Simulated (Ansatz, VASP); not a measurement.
## Li2SbMo3 in VASP and in Ansatz

```
CELL_PARAMETERS angstrom
2.70754 -4.52801 0.00000
2.70754 4.52801 0.00000
0.00000 0.00000 4.23359
ATOMIC_POSITIONS crystal
Li 0.00000 0.50000 0.50000
Li 0.50000 0.00000 0.50000
Sb 0.50000 0.50000 0.00000
Mo 0.16107 0.83893 0.00000
Mo 0.83893 0.16107 0.00000
Mo 0.00000 0.00000 0.50000
```

Change from the starting cell: species swapped into the CeAl2Cu3 type (Cmmm, No. 65).

Alike in both runs: task single point; functional PBE; k mesh 4 × 4 × 4; occupations gaussian, width 0.1 eV; no spin polarisation.

|  | VASP | Ansatz |
| --- | --- | --- |
| version | VASP 6.6.1 | Ansatz 0.2.0 |
| potentials or method | VASP PAW PBE potentials, release 64 (Li_sv, Sb, Mo_sv), cutoff 520 eV | scalar-relativistic, plane waves, PAW |
| valence electrons in the cell | 53 | 63 |

|  | VASP | Ansatz | Ansatz less VASP |
| --- | --- | --- | --- |
| gap on the k mesh at the Fermi level (eV) | none | none | - |
| rms of the force components (eV/Å) | 0.132 | 0.130 | -0.0017 |

Atom by atom the forces differ by 0.002 eV/Å (rms over components). A gap of «none» marks a metal or a gap that the smearing closes. VASP's potentials hold 53 valence electrons a cell and Ansatz's 63, so a difference there can come from the potentials and not from the codes.

The k mesh is coarse, so the values compare programs but aren't converged. Neither program's run includes spin-orbit coupling. Noted on VASP's run: the cutoff is under 1.25 times that of the potentials, so the pressure is a little rough.
